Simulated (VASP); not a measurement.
YTiTe3: single point with PBE

Crystal: YTiTe3.

```
Y Ti Te
1.0
     6.23432    0.00000    0.00000
    -3.11716    5.39908    0.00000
     0.00000    0.00000    5.33750
Y Ti Te
1 1 3
Direct
  0.00000 0.00000 0.50000
  0.00000 0.00000 0.00000
  0.50000 0.00000 0.00000
  0.00000 0.50000 0.00000
  0.50000 0.50000 0.00000
```

The cell was generated, and may not be a known phase.

```json
{
  "Program": "VASP 6.6.1",
  "Task": "single point",
  "Functional": "PBE",
  "Potentials or basis": "VASP PAW PBE potentials, release 64 (Y_sv, Ti_sv, Te)",
  "Cutoff": "520 eV",
  "k mesh": "6 × 6 × 8",
  "Occupations": "gaussian, width 0.1 eV",
  "Spin": "collinear spin",
  "Starting moments": "[0.0, 0.57, 0.0, 0.0, 0.0] μB",
  "Dipole correction": "no",
  "Further INCAR settings": "ALGO = Normal; EDIFF = 1e-06; NBANDS = 32"
}
```

| Item | Value |
| --- | --- |
| Pressure | 0.0 GPa |
| Net moment | 1.57 μB per cell |
| Site moments | Y +0.31; Ti +0.77; Te +0.03 μB |
| Valence electrons inside the program's atomic spheres | Y 9.39; Ti 10.30; Te 3.33 |

Levels at points of the mesh, in eV from the Fermi level:
Spin up:
| k point | band 17 | band 18 | band 19 | band 20 | band 21 | band 22 | band 23 | band 24 | band 25 | band 26 |
| --- | --- | --- | --- | --- | --- | --- | --- | --- | --- | --- |
| (0.00, 0.00, 0.00) | -1.51 | -1.51 | -0.93 | -0.93 | -0.30 | 0.36 | 0.36 | 0.58 | 1.38 | 1.47 |
| (0.50, 0.00, 0.00) | -2.23 | -2.09 | -1.84 | -1.73 | -0.35 | -0.08 | 0.24 | 0.93 | 1.47 | 1.61 |
| (0.00, 0.00, 0.50) | -1.66 | -0.46 | -0.46 | -0.04 | 0.51 | 0.51 | 0.71 | 0.84 | 1.34 | 1.34 |
| (0.50, 0.00, 0.50) | -2.57 | -1.92 | -1.81 | -0.05 | 0.31 | 0.38 | 0.45 | 0.55 | 0.69 | 1.28 |
Spin down:
```tsv
k point	band 18	band 19	band 20	band 21	band 22	band 23
(0.00, 0.00, 0.00)	-0.83	-0.82	-0.82	-0.12	0.75	0.75
(0.50, 0.00, 0.00)	-1.82	-1.69	-1.31	0.31	0.36	0.54
(0.00, 0.00, 0.50)	0.33	0.33	0.35	0.95	0.95	1.19
(0.50, 0.00, 0.50)	-1.79	-1.71	0.29	0.91	0.94	1.12
```

It took 4.2 min on 1 thread of AMD EPYC 9R45 96-Core Processor (Zen 5), on a shared host, peak memory 0.56 GiB.

Caveat: spin-orbit coupling is left out, which moves the levels of the heavy elements.
